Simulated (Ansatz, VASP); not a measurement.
## HgTe: VASP beside Ansatz

```xyz
2
Lattice="0.0000 2.9725 2.9725 2.9725 0.0000 2.9725 2.9725 2.9725 0.0000" Properties=species:S:1:pos:R:3 pbc="T T T"
Hg    0.0000    0.0000    0.0000
Te    2.9725    2.9725    2.9725
```

Alike in both runs: functional LDA; k mesh 12 × 12 × 12; occupations gaussian, width 0.1 eV; no spin polarisation.

Ansatz relaxed the structure, and its values are those at the end. VASP's run is a single point on that final structure, the one shown.

|  | VASP | Ansatz |
| --- | --- | --- |
| version | VASP 6.6.1 | Ansatz 0.2.0 |
| potentials or method | VASP PAW LDA potentials, release 64 (Hg, Te), cutoff 520 eV | scalar-relativistic, plane waves, PAW |
| valence electrons in the cell | 18 | 36 |

|  | VASP | Ansatz | Ansatz less VASP |
| --- | --- | --- | --- |
| gap on the k mesh at the Fermi level (eV) | none | none | - |
| pressure (GPa) | 0.4 | 0.0 | -0.45 |

LDA's correlation is that of Perdew and Zunger in VASP and of Perdew and Wang (1992) in Ansatz. A gap of «none» marks a metal or a gap that the smearing closes. VASP's potentials hold 18 valence electrons a cell and Ansatz's 36, so a difference there can come from the potentials and not from the codes.

Spin-orbit coupling is off throughout.
